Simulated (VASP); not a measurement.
**MoS2: relaxation of cell and atoms with PBE+D3(BJ)**

Crystal: MoS2.

```
CELL_PARAMETERS angstrom
3.05045 0.00000 0.00000
-1.52522 2.64177 0.00000
0.00000 0.00000 11.13389
ATOMIC_POSITIONS crystal
Mo 0.33333 0.66667 0.25000
Mo 0.66667 0.33333 0.75000
S 0.33333 0.66667 0.60881
S 0.66667 0.33333 0.10881
S 0.33333 0.66667 0.89119
S 0.66667 0.33333 0.39119
```

| Quantity | Value |
| --- | --- |
| Program | VASP 6.6.1 |
| Task | relaxation of cell and atoms |
| Functional | PBE |
| Dispersion | D3(BJ) |
| Potentials or basis | VASP PAW PBE potentials, release 64 (Mo_sv, S) |
| Cutoff | 600 eV |
| k mesh | 9 × 9 × 2 |
| Occupations | gaussian, width 0.1 eV |
| Spin | no spin polarisation |
| Target pressure | 13.7 GPa |
| Dipole correction | no |
| Further INCAR settings | ALGO = Normal; EDIFF = 1e-07; IBRION = 2; EDIFFG = -0.05; NSW = 80; ISIF = 3 |

The pressure after relaxing is 13.6 GPa and the largest force after relaxing is 0.011 eV/Å. The band gap on the k mesh is 0.31 eV, indirect (least direct gap 1.53 eV) and the dispersion energy per atom is -0.510 eV.

Forces in eV/Å, atoms in the order of the input:
```
Mo   0.000  0.000  0.000
Mo   0.000  0.000  0.000
S    0.000  0.000 -0.011
S    0.000  0.000 -0.011
S    0.000  0.000  0.011
S    0.000  0.000  0.011
```

Stress tensor (GPa, compression positive):
```
13.54  0.00  0.00
 0.00 13.54  0.00
 0.00  0.00 13.72
```

Final structure:
```
CELL_PARAMETERS angstrom
3.05045 0.00000 0.00000
-1.52522 2.64177 0.00000
0.00000 0.00000 11.13389
ATOMIC_POSITIONS crystal
Mo 0.33333 0.66667 0.25000
Mo 0.66667 0.33333 0.75000
S 0.33333 0.66667 0.60881
S 0.66667 0.33333 0.10881
S 0.33333 0.66667 0.89119
S 0.66667 0.33333 0.39119
```

Levels at points of the mesh, in eV from the valence-band top:
```csv
k point,band 23,band 24,band 25,band 26,band 27,band 28,band 29,band 30
"(0.00, 0.00, 0.00)",-2.35,-2.03,-0.65,0.00,1.82,1.82,1.89,1.90
"(0.00, 0.00, 0.50)",-2.45,-2.45,-0.19,-0.19,1.84,1.84,1.84,1.84
```

Wall time 98 s on 1 thread of Intel(R) Xeon(R) Platinum 8259CL CPU @ 2.50GHz (Skylake/Cascade Lake), on a shared host, peak memory 0.26 GiB.

Caveat: the relaxation stopped at its first step, so nothing moved; the cell is relaxed towards a set pressure, so the enthalpy falls and the energy may rise; the relaxation stopped at a loose force limit of 0.05 eV/Å, so its end isn't a converged minimum. A k mesh can miss the band edges.
